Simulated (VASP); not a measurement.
Here is a VASP 6.6.1 calculation.

The input INCAR:

```
SYSTEM = Ti
PREC = Accurate ; ENCUT = 520
EDIFF = 1E-6 ; ISMEAR = 0
SIGMA = 0.1 ; LREAL = .False.
LASPH = .True. ; NELM = 60
ALGO = Fast ; ISIF = 2
LWAVE = .False. ; LCHARG = .False.
GGA = PE ; NBANDS = 25
```

Contents of KPOINTS:

```
Automatic mesh
0
Gamma
  12 12 12
  0 0 0
```

File POSCAR:

```
Ti
1.0
    4.3656338843      0.0000000000      0.0000000000
   -2.1828169422      3.7807498474      0.0000000000
    0.0000000000      0.0000000000      2.9557710449
Ti
3
Direct
    0.0000000000      0.0000000000     -0.0747597394
    0.3333333300      0.6666666700      0.5431682423
    0.6666666700      0.3333333300      0.5315914971
```

Potentials or basis: VASP PAW PBE potentials, release 64 (Ti_sv).

Run with:

```bash
$ cat potpaw_PBE.64/Ti_sv/POTCAR > POTCAR
$ mpirun -np 1 vasp_std > vasp.out
```

Task: What does it give for the largest force?

Result: 1.744 eV/Å.

Task: What does it give for the pressure?

Result: 7.8 GPa.

Forces in eV/Å, atoms in the order of the input:
```
Ti   0.000  0.000  1.744
Ti   0.000  0.000 -0.890
Ti   0.000  0.000 -0.853
```

Caveat: the cell differs from its parent crystal (strained and its atoms moved); forces of over 1 eV/Å act on the atoms, so gaps and moduli don't describe the material at rest.
